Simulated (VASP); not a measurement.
# KCl: single point with PBEsol

Crystal: KCl.

```
CELL_PARAMETERS angstrom
0.00000 3.17700 3.17700
3.17700 0.00000 3.17700
3.17700 3.17700 0.00000
ATOMIC_POSITIONS crystal
K 0.00000 0.00000 0.00000
Cl 0.50000 0.50000 0.50000
```

This cell differs from its parent crystal: volume scaled by 1.02.

```
Program                : VASP 6.6.1
Task                   : single point
Functional             : PBEsol
Potentials or basis    : VASP PAW PBE potentials, release 64 (K_sv, Cl)
Cutoff                 : 520 eV
k mesh                 : 7 × 7 × 7
Occupations            : fermi-dirac, width 0.03 eV
Spin                   : no spin polarisation
Dipole correction      : no
Further INCAR settings : ALGO = Normal; EDIFF = 1e-06; NBANDS = 15
```

```json
{"Pressure": "-0.8 GPa", "Band gap on the k mesh": "4.93 eV, direct"}
```

Levels at points of the mesh, in eV from the valence-band top:
```csv
k point,band 5,band 6,band 7,band 8,band 9,band 10,band 11,band 12
"(0.00, 0.00, 0.00)",-10.64,0.00,0.00,0.00,4.93,8.28,8.28,8.28
```

It took 10 s on 1 thread of Intel(R) Xeon(R) 6975P-C (Granite Rapids), with other jobs on the host, peak memory 0.2 GiB.

Caveat: the PAW data sets were made with another functional, which shifts forces and pressure a little. A k mesh can miss the band edges.
